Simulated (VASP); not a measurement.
Set up this calculation in VASP 6.6.1, as the native input.

| Quantity | Value |
| --- | --- |
| Task | single point |
| Functional | BLYP |
| Dispersion | D3(BJ) |
| Potentials or basis | VASP PAW PBE potentials, release 64 (Zn, S) |
| Cutoff | 520 eV |
| k mesh | 8 × 8 × 5 |
| Occupations | fermi-dirac, width 0.05 eV |
| Spin | no spin polarisation |
| Dipole correction | no |
| Further INCAR settings | ALGO = Normal; EDIFF = 1e-06; NBANDS = 26 |

The structure of ZnS lies in POSCAR:

```
ZnS
1.0
    3.7982909155      0.0000000000      0.0000000000
   -1.8991454578      3.2894164238      0.0000000000
    0.0000000000      0.0000000000      6.2602141757
Zn S
2 2
Direct
    0.6666666667      0.3333333333      0.5060450757
    0.3333333333      0.6666666667      0.0060450757
    0.6666666667      0.3333333333      0.8789549243
    0.3333333333      0.6666666667      0.3789549243
```

The input as run:

INCAR

```
SYSTEM = ZnS
  AGGAC = 1.0
  AGGAX = 1.0
  ALDAC = 0.0
  ALDAX = 1.0
  ALGO = Normal
  EDIFF = 1E-6
  ENCUT = 520
  GGA = B5
  ISIF = 2
  ISMEAR = -1
  IVDW = 12
  LASPH = .TRUE.
  LCHARG = .TRUE.
  LELF = .TRUE.
  LREAL = .FALSE.
  LVHAR = .TRUE.
  LWAVE = .FALSE.
  NBANDS = 26
  NELM = 60
  PREC = Accurate
  SIGMA = 0.05
  VDW_A1 = 0.4298
  VDW_A2 = 4.2359
  VDW_S6 = 1.0
  VDW_S8 = 2.6996
```

KPOINTS

```
k-points
0
G
  8 8 5
  0 0 0
```

Potentials or basis: VASP PAW PBE potentials, release 64 (Zn, S).

Run with:

```bash
$ cat potpaw_PBE.64/Zn/POTCAR potpaw_PBE.64/S/POTCAR > POTCAR
$ mpirun -np 1 vasp_std > vasp.out
```

Results of the run:

| Item | Value |
| --- | --- |
| Pressure | 0.1 GPa |
| Band gap on the k mesh | 2.22 eV |
| Dispersion energy per atom | -0.673 eV |

Caveat: the PAW data sets were made with another functional, which shifts forces and pressure a little.

Wall time 2.4 min on 1 thread of AMD EPYC 7R13 (shared host), peak memory 0.19 GiB.
